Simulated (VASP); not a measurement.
# Se (R32) in VASP: single point with PBE

Aim: the single point of Se with PBE.

Program: VASP 6.6.1. These are calculated values, not measurements. Logs are shortened: lines on timing, memory, paths and dates and some standing lists are left out, and cuts for length are marked.

**1. The cell of the first run**

Symmetry: R32, No. 155, trigonal system. The conventional cell has a = 7.755 Å, b = 7.755 Å, c = 6.896 Å, α = 90.00°, β = 90.00°, γ = 120.00°. Within 3.1 Å of Se (site symmetry 3) lie 4 Se at 2.35 to 2.40 Å. Within 3.2 Å of Se (site symmetry 2) lie 4 Se at 2.40 to 2.41 Å.

**2. Single point, PBE**

INCAR reads:

```
PREC     = Accurate       # precision mode
ENCUT    = 520            # plane-wave cutoff, eV
EDIFF    = 1E-6           # SCF threshold, eV
ISMEAR   = 0              # smearing method
SIGMA    = 0.1            # smearing width, eV
LREAL    = F              # projectors in reciprocal space
LASPH    = T              # aspherical terms in the spheres
NELM     = 100            # most SCF steps
ALGO     = Normal         # electronic algorithm
ISIF     = 2              # what is computed and relaxed
LWAVE    = F              # write WAVECAR
LCHARG   = F              # write CHGCAR
GGA      = PE             # functional
NBANDS   = 23             # bands
```

KPOINTS reads:

```
regular mesh
0
Gamma
  6 6 6
```

POSCAR reads:

```
Se
1.0
    3.8775386000      2.2386979500      2.2987627200
   -3.8775386000      2.2386979500      2.2987627200
    0.0000000000     -4.4773959100      2.2987627200
Se
5
Direct
    0.3295443800      0.3295443800      0.3295443800
    0.6704556200      0.6704556200      0.6704556200
    0.6121795600      0.3878204400      0.0000000000
    0.0000000000      0.6121795600      0.3878204400
    0.3878204400      0.0000000000      0.6121795600
```

Potentials or basis: VASP PAW PBE potentials, release 64 (Se).

On the command line:

```console
cat potpaw_PBE.64/Se/POTCAR > POTCAR
mpirun -np 1 vasp_std > vasp.out
```

OUTCAR:

```text
PREC = Accurate
   ENCUT = 520
   EDIFF = 1E-6
   ISMEAR = 0
   LREAL = F
   LASPH = T
   NELM = 100
   ISIF = 2
   GGA = PE

 ion  position               nearest neighbor table
   1  0.330  0.330  0.330-   2 2.35   3 2.40   5 2.40   4 2.40
   2  0.670  0.670  0.670-   1 2.35   3 2.40   4 2.40   5 2.40
   3  0.612  0.388  0.000-   1 2.40   2 2.40   4 2.41   5 2.41
   4  0.000  0.612  0.388-   2 2.40   1 2.40   5 2.41   3 2.41
   5  0.388  0.000  0.612-   1 2.40   2 2.40   4 2.41   3 2.41

  LATTYP: Found a trigonal (rhomboedric) cell.
 ALAT       =     5.0330293241
 COS(alpha) =    -0.1870891449

  Lattice vectors:

 A1 = (   3.8775386000,   2.2386979500,   2.2987627200)
 A2 = (  -3.8775386000,   2.2386979500,   2.2987627200)
 A3 = (   0.0000000000,  -4.4773959100,   2.2987627200)

Analysis of symmetry for initial positions (statically):
=====================================================================
 Subroutine PRICEL returns:
 Original cell was already a primitive cell.

 Routine SETGRP: Setting up the symmetry group for a
 trigonal (rhombohedral) supercell.

 Subroutine GETGRP returns: Found  6 space group operations
 (whereof  6 operations were pure point group operations)
 out of a pool of 12 trial point group operations.

The static configuration has the point symmetry D_3 .

Analysis of symmetry for dynamics (positions and initial velocities):
=====================================================================
 Subroutine PRICEL returns:
 Original cell was already a primitive cell.

 Routine SETGRP: Setting up the symmetry group for a
 trigonal (rhombohedral) supercell.

 Subroutine GETGRP returns: Found  6 space group operations
 (whereof  6 operations were pure point group operations)
 out of a pool of 12 trial point group operations.

The dynamic configuration has the point symmetry D_3 .

 Subroutine INISYM returns: Found  6 space group operations
 (whereof  6 operations are pure point group operations),
 and found     1 'primitive' translations

----------------------------------------------------------------------------------------

                                     Primitive cell

  volume of cell :     119.7284

  direct lattice vectors                    reciprocal lattice vectors
     3.877538600  2.238697950  2.298762720     0.128947781  0.074448036  0.145005542
    -3.877538600  2.238697950  2.298762720    -0.128947781  0.074448036  0.145005542
     0.000000000 -4.477395910  2.298762720     0.000000000 -0.148896073  0.145005541

  length of vectors
[... 92 lines left out ...]
   IBRION =     -1    ionic relax: 0-MD 1-quasi-New 2-CG
   NFREE  =      0    steps in history (QN), initial steepest desc. (CG)
   ISIF   =      2    stress and relaxation
   ISYM   =      2    0-nonsym 1-usesym 2-fastsym
   POTIM  = 0.5000    time-step for ionic-motion
   TEBEG  =    0.0;   TEEND  =   0.0 temperature during run
   PSTRESS=    0.0 pullay stress
   NELECT =      30.0000    total number of electrons
   NUPDOWN=      -1.0000    fix difference up-down
   EMIN   =  10.00;   EMAX   =-10.00  energy-range for DOS
   EFERMI =   0.00;   METHOD = LEGACY
   ISMEAR =     0;   SIGMA  =   0.10  broadening in eV -4-tet -1-fermi 0-gaus
   EFERMI_NEDOS =   21; number of points for ismear=-14 and -15
   IALGO  =     38    algorithm
   IMIX   =      4    mixing-type and parameters
     AMIX     =   0.40;   BMIX     =  1.00
     AMIX_MAG =   1.60;   BMIX_MAG =  1.00
  volume/ion in A,a.u.               =      23.95       161.59
  Fermi-wavevector in a.u.,A,eV,Ry     =   1.032087  1.950361 14.492970  1.065203
  Thomas-Fermi vector in A             =   2.166267
   LORBIT       =      0    0 simple, 1 ext, 2 COOP (PROOUT), +10 PAW based schemes
   GGA     = PE    functional components
   LHFCALC =     F    Hartree Fock is set to
   AEXX    =    0.0000 exact exchange contribution
   IVDW    =     0    specifies the selected vdW correction
   LEPSILON=     F    determine dielectric tensor
   LRPA    =     F    only Hartree local field effects (RPA)
 non-spin polarized calculation
 Gauss-broadening in eV      SIGMA  =   0.10
  energy-cutoff  :      520.00
  volume of cell :      119.73
 maximum number of plane-waves:      3236
 NGX is ok and might be reduce to    40
   NGX = 19   NGY = 19   NGZ = 19

 number of electron      29.9999998 magnetization

 Free energy of the ion-electron system (eV)
  ---------------------------------------------------
  ext. energy  EPLUGINS =         0.00000000
  ---------------------------------------------------
  free energy    TOTEN  =       -12.33795744 eV

  energy without entropy =      -12.33180611  energy(sigma->0) =      -12.33488177

 E-fermi :   5.0393     XC(G=0):  -9.1378

 val. band max:        4.9386838745   @ k =   0.3333   0.3333  -0.0000
 cond. band min:       5.0984057974   @ k =   0.1667  -0.0000   0.0000
 fundamental gap:      0.1597219230
 Fermi energy:         5.0393018950

 k-point     1 :       0.0000    0.0000    0.0000
  band No.  band energies     occupation
      1     -13.8414      2.00000
      2      -9.2800      2.00000
      3      -9.2800      2.00000
      4      -9.1877      2.00000
      5      -8.5169      2.00000
      6      -3.1884      2.00000
[... 613 lines left out ...]
     22      10.3457      0.00000
     23      11.1125      0.00000

 [... further k-points ...]

------------------------ aborting loop because EDIFF is reached ----------------------------------------

  FORCE on cell =-STRESS in cart. coord.  units (eV):
  Direction    XX          YY          ZZ          XY          YZ          ZX
  --------------------------------------------------------------------------------------
  -------------------------------------------------------------------------------------
  Total       19.5100523     19.5100523     24.8709496      0.0000000     -0.0000000      0.0000000
  in kB      261.0790288    261.0790285    332.8173223      0.0000000     -0.0000005      0.0000000
  external PRESSURE =     284.9917932 kB  Pullay stress =       0.0000000 kB

 VOLUME and BASIS-vectors are now :
 -----------------------------------------------------------------------------
  energy-cutoff  :      520.00
  volume of cell :      119.73
      direct lattice vectors                 reciprocal lattice vectors
     3.877538600  2.238697950  2.298762720     0.128947781  0.074448036  0.145005542
    -3.877538600  2.238697950  2.298762720    -0.128947781  0.074448036  0.145005542
     0.000000000 -4.477395910  2.298762720     0.000000000 -0.148896073  0.145005541

 POSITION                                       TOTAL-FORCE (eV/Angst)
 -----------------------------------------------------------------------------------
      0.00000     -0.00000      2.27263         0.000000      0.000000     -3.356938
      0.00000     -0.00000      4.62366         0.000000     -0.000000      3.356938
      0.86996      2.23870      2.29876         1.067495      0.000000      0.000000
     -2.37375     -0.36594      2.29876        -0.533748      0.924478     -0.000000
      1.50379     -1.87276      2.29876        -0.533748     -0.924478     -0.000000
 -----------------------------------------------------------------------------------
    total drift:                                0.000000      0.000000      0.000000

  FREE ENERGIE OF THE ION-ELECTRON SYSTEM (eV)
  ---------------------------------------------------
  free  energy   TOTEN  =       -12.3379574395 eV

  energy  without entropy=      -12.3318061072  energy(sigma->0) =      -12.33488177
```

stdout:

```text
POSCAR found type information on POSCAR Se
 POSCAR found :  1 types and       5 ions
 scaLAPACK will be used
 LDA part: xc-table for (Slater+PW92), standard interpolation
 POSCAR, INCAR and KPOINTS ok, starting setup
 FFT: planning ... GRIDC
 FFT: planning ... GRID_SOFT
 FFT: planning ... GRID
 WAVECAR not read
 entering main loop
```

Run time: 56 s. Hardware: 1 thread of Intel Xeon Platinum 8488C (Sapphire Rapids), shared host; peak memory 0.26 GiB.

What came out:

```yaml
Free_energy: -12.3380 eV
Pressure: 28.5 GPa
Largest_force: 3.357 eV/Å
Band_gap_on_the_k_mesh: zero (band 15 reaches 5.31 eV, above the bottom of band 16 at 4.35 eV)
```

Forces on the atoms (eV/Å):
```
Se   0.000  0.000 -3.357
Se   0.000  0.000  3.357
Se   1.067  0.000  0.000
Se  -0.534  0.924  0.000
Se  -0.534 -0.924  0.000
```

Stress tensor (GPa, compression positive):
```
26.11  0.00  0.00
 0.00 26.11  0.00
 0.00  0.00 33.28
```

Caveat: forces of over 1 eV/Å act on the atoms, so gaps and moduli don't describe the material at rest.
